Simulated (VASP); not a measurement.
## Al: single point with PBE

Al:

```
Al
1.0
     0.00000    3.06210    3.06210
     3.06210    0.00000    3.06210
     3.06210    3.06210    0.00000
Al
2
Direct
  0.00000 0.00000 0.00000
  0.25000 0.25000 0.25000
```

This isn't the form of Al at room conditions, which is fcc.

```json
{
  "Program": "VASP 6.6.1",
  "Task": "single point",
  "Functional": "PBE",
  "Potentials or basis": "VASP PAW PBE potentials, release 64 (Al)",
  "Cutoff": "500 eV",
  "k mesh": "31 × 31 × 31",
  "Occupations": "fermi-dirac, width 0.0612256 eV",
  "Spin": "no spin polarisation"
}
```

```
Pressure               : -1.3 GPa
Band gap on the k mesh : zero (bands 3 and 4 overlap by 3.23 eV)
```

Levels at points of the mesh, in eV from the Fermi level:
```csv
k point,band 1,band 2,band 3,band 4,band 5,band 6,band 7,band 8
"(0.00, 0.00, 0.00)",-7.69,2.04,2.04,2.04,3.88,3.88,3.88,4.78
```

Run time: 3.5 min on 1 thread of Intel Xeon 8259CL (shared host), peak memory 0.45 GiB.
